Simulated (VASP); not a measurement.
Here is a VASP 6.6.1 calculation.

The input INCAR:

```
SYSTEM = SnO2
PREC = Accurate
ENCUT = 600
EDIFF = 1E-6
ISMEAR = 0
SIGMA = 0.02
LREAL = .FALSE.
LASPH = .TRUE.
NELM = 100
ALGO = Normal
ISIF = 3
LWAVE = .FALSE.
LCHARG = .FALSE.
GGA = CA
IBRION = 2
NSW = 100
EDIFFG = -0.005
```

Contents of KPOINTS:

```
regular mesh
0
G
  6 6 8
  0 0 0
```

Contents of POSCAR:

```
SnO2
1.0
    4.7648180400      0.0000000000      0.0000000000
    0.0000000000      4.7648180400      0.0000000000
    0.0000000000      0.0000000000      3.2074997700
Sn O
2 4
Direct
    0.5000000000      0.5000000000      0.5000000000
    0.0000000000      0.0000000000      0.0000000000
    0.1940277000      0.8059723000      0.5000000000
    0.8059723000      0.1940277000      0.5000000000
    0.3059723000      0.3059723000      0.0000000000
    0.6940277000      0.6940277000      0.0000000000
```

Potentials or basis: VASP PAW LDA potentials, release 64 (Sn_d, O).

Launch:

```bash
$ cat potpaw_LDA.64/Sn_d/POTCAR potpaw_LDA.64/O/POTCAR > POTCAR
$ mpirun -np 1 vasp_std > vasp.out
```

**Question.** Estimate the relaxed volume.

**Answer.** 11.90 Å³/atom.

**Question.** What does it give for the space group after relaxing (to 0.1 Å)?

**Answer.** P4_2/mnm (No. 136).

**Question.** Estimate the band gap on the k mesh.

**Answer.** 1.15 eV.

**Question.** What does it give for the relaxed cell?

**Answer.** a = 4.727 Å, b = 4.727 Å, c = 3.196 Å, α = 90.00°, β = 90.00°, γ = 90.00°.

Final structure:
```xyz
6
Lattice="4.7270 0.0000 0.0000 0.0000 4.7270 0.0000 0.0000 0.0000 3.1961" Properties=species:S:1:pos:R:3 pbc="T T T"
Sn    2.3635    2.3635    1.5980
Sn    0.0000    0.0000    0.0000
O     0.9168    3.8102    1.5980
O     3.8102    0.9168    1.5980
O     1.4467    1.4467    0.0000
O     3.2803    3.2803    0.0000
```

Caveat: spin-orbit coupling is left out, which moves the levels of the heavy elements.
